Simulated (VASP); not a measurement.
Runs of VASP 6.6.1 on BaTiO3. The structure is that of space group P4mm (No. 99), or close to it. The cells are those of the table. 

```tsv
cell	gap on the mesh (eV)	pressure (GPa)	largest force (eV/Å)
a = 3.972, b = 3.972, c = 4.236 Å, 5 atoms	2.13	-2.9	0.59
a = 3.972, b = 3.972, c = 4.174 Å, 5 atoms	2.17	-0.6	0.24
a = 3.913, b = 3.913, c = 3.989 Å, 5 atoms	2.36	(a)	1.28
a = 3.853, b = 3.853, c = 4.174 Å, 5 atoms	2.30	(b)	0.17
a = 4.091, b = 4.091, c = 4.112 Å, 5 atoms	2.07	(c)	0.08
a = 4.091, b = 4.091, c = 3.989 Å, 5 atoms	2.16	-2.2	0.95
a = 3.853, b = 3.853, c = 4.112 Å, 5 atoms	2.34	14.9	0.40
a = 3.853, b = 3.853, c = 3.989 Å, 5 atoms	2.42	22.2	1.41
a = 3.853, b = 3.853, c = 4.051 Å, 5 atoms	2.38	18.4	0.87
```

Alike in all rows: task single point; level r2SCAN; potentials or basis VASP PAW PBE potentials, release 64 (Ba_sv, Ti_sv, O); no spin polarisation; k mesh 8 × 8 × 8; cutoff (eV) 520; smearing gaussian 0.05 eV.

Q: Fill in the values left out.

A: (a) 14.5; (b) 11.8; (c) -7.3.

Caveats: the PAW data sets were made with another functional, which shifts forces and pressure a little; spin-orbit coupling is left out, which moves the levels of the heavy elements; the cell stands under pressure (at least some runs); the stress differs along the axes, from 5 to 15 GPa (at least some runs); the stress differs along the axes, from -9 to -4 GPa (at least some runs); the stress differs along the axes, from -6 to 6 GPa (at least some runs); the stress differs along the axes, from 10 to 18 GPa (at least some runs).

A k mesh can miss the band edges, and the runs leave out spin-orbit coupling on Ba.
